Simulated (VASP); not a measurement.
Set up this calculation in VASP 6.6.1, as the native input.

| Item | Value |
| --- | --- |
| Task | single point |
| Functional | LDA |
| Potentials or basis | VASP PAW LDA potentials, release 64 (Mo_sv, S) |
| Cutoff | 520 eV |
| k mesh | 18 × 18 × 8 |
| Occupations | gaussian, width 0.1 eV |
| Spin | no spin polarisation |
| Dipole correction | no |
| k mesh for the DOS | 27 × 27 × 12 |
| Occupations for the DOS | tetrahedron |
| Further INCAR settings | ALGO = Normal; EDIFF = 1e-06; NBANDS = 20 |

MoS2:

```
Mo S
1.0
     3.17477    0.00000    0.00000
    -1.58738    2.74943    0.00000
     0.00000    0.00000    5.80658
Mo S
1 2
Direct
  0.00000 0.00000 0.50000
  0.33333 0.66667 0.22908
  0.66667 0.33333 0.77092
```

These files were run (other wordings do the same):

POSCAR

```
MoS2
1.0
    3.1747657158      0.0000000000      0.0000000000
   -1.5873828579      2.7494277609      0.0000000000
    0.0000000000      0.0000000000      5.8065784942
Mo S
1 2
Direct
    0.0000000000      0.0000000000      0.5000000000
    0.3333333333      0.6666666667      0.2290831857
    0.6666666667      0.3333333333      0.7709168143
```

INCAR.step1

```
PREC     = Accurate       # precision mode
ENCUT    = 520            # plane-wave cutoff, eV
EDIFF    = 1E-6           # SCF threshold, eV
ISMEAR   = 0              # smearing method
SIGMA    = 0.1            # smearing width, eV
LREAL    = F              # projectors in reciprocal space
LASPH    = T              # aspherical terms in the spheres
NELM     = 60             # most SCF steps
ALGO     = Normal         # electronic algorithm
ISIF     = 2              # what is computed and relaxed
LWAVE    = F              # write WAVECAR
LCHARG   = T              # write CHGCAR
LMAXMIX  = 4              # l up to which the mixer works
GGA      = CA             # functional
NBANDS   = 20             # bands
```

KPOINTS.step1

```
regular mesh
0
Gamma
  18 18 8
```

INCAR.step2

```
PREC     = Accurate       # precision mode
ENCUT    = 520            # plane-wave cutoff, eV
EDIFF    = 1E-6           # SCF threshold, eV
ISMEAR   = -5             # smearing method
SIGMA    = 0.1            # smearing width, eV
LREAL    = F              # projectors in reciprocal space
LASPH    = T              # aspherical terms in the spheres
NELM     = 60             # most SCF steps
ALGO     = Normal         # electronic algorithm
ISIF     = 2              # what is computed and relaxed
LWAVE    = F              # write WAVECAR
LCHARG   = F              # write CHGCAR
LMAXMIX  = 4              # l up to which the mixer works
GGA      = CA             # functional
LORBIT   = 11             # projections on sites
NBANDS   = 20             # bands
NEDOS    = 2001           # points of the DOS
ICHARG   = 11             # starting density
```

KPOINTS.step2

```
regular mesh
0
Gamma
  27 27 12
```

Potentials or basis: VASP PAW LDA potentials, release 64 (Mo_sv, S).

The run is started by

```bash
$ cat potpaw_LDA.64/Mo_sv/POTCAR potpaw_LDA.64/S/POTCAR > POTCAR
$ cp INCAR.step1 INCAR
$ cp KPOINTS.step1 KPOINTS
$ mpirun -np 1 vasp_std > vasp.out
$ cp INCAR.step2 INCAR
$ cp KPOINTS.step2 KPOINTS
$ mpirun -np 1 vasp_std > vasp.out
```

It gave:

| Quantity | Value |
| --- | --- |
| Valence electrons inside the program's atomic spheres | Mo 12.45; S 3.68 |

Run time: 3.7 min on 1 thread of AMD EPYC 9R45 96-Core Processor (Zen 5), with other jobs on the host, peak memory 0.77 GiB.
